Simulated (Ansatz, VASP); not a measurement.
# One calculation of TiHg, two programs

Contents of INCAR:

```
PREC = Accurate
ENCUT = 520
EDIFF = 1E-6
ISMEAR = -1
SIGMA = 0.08
LREAL = F
LASPH = T
NELM = 100
ALGO = Normal
ISIF = 2
LWAVE = F
LCHARG = F
GGA = CA
NBANDS = 19
```

File KPOINTS:

```
Automatic mesh
0
Gamma
  14 14 10
```

File POSCAR:

```
TiHg
1.0
    3.0680149827      0.0000000000      0.0000000000
    0.0000000000      3.0680149827      0.0000000000
    0.0000000000      0.0000000000      4.1202554154
Ti Hg
1 1
Direct
    0.5000000000      0.5000000000      0.5000000000
    0.0000000000      0.0000000000      0.0000000000
```

Input for Ansatz:

```yaml
crystal:
  lattice:
    - [3.0680149827, 0.0, 0.0]
    - [0.0, 3.0680149827, 0.0]
    - [0.0, 0.0, 4.1202554154]
  atoms:
    - { symbol: Ti, position: [0.5, 0.5, 0.5] }
    - { symbol: Hg, position: [0.0, 0.0, 0.0] }
kpoints:
  mp_grid: { grid: [14, 14, 10] }
  band_path:
    path:
      - [0.0, 0.0, 0.0]
      - [0.0, 0.5, 0.0]
      - [0.5, 0.5, 0.0]
      - [0.0, 0.0, 0.0]
      - [0.0, 0.0, 0.5]
      - [0.0, 0.5, 0.5]
      - [0.5, 0.5, 0.5]
      - [0.0, 0.0, 0.5]
      - [0.0, 0.5, 0.0]
    npoints: 5
scf:
  occupations: { method: fermi_dirac, width: 0.08 }
hamiltonian:
  xc: lda
  pseudopotentials: { kind: all_electron, lapw: { basis_error: 0.001 } }
output:
  forces: true
  stress: true
  eigenvalues: true
```

Change from the starting cell: volume scaled by 1.06.

Alike in both runs: task single point; functional LDA; k mesh 14 × 14 × 10; occupations fermi-dirac, width 0.08 eV; no spin polarisation.

```csv
,VASP,Ansatz
version,VASP 6.6.1,Ansatz 0.2.0
potentials or method,"VASP PAW LDA potentials, release 64 (Ti_sv, Hg), cutoff 520 eV","all-electron LAPW, scalar-relativistic"
```

Ansatz gave:

| Property | Result |
| --- | --- |
| pressure (GPa) | -11.8 |
| traceless stress, the component that is largest in VASP (GPa) | 0.18 |

Task: What did VASP give for the same quantities?

Result: Pressure (GPa): -11.1; traceless stress, the component that is largest in VASP (GPa): 0.16.

LDA's correlation is that of Perdew and Zunger in VASP and of Perdew and Wang (1992) in Ansatz. Ansatz ran all-electron here, and VASP with PAW potentials.

Spin-orbit coupling is off throughout.
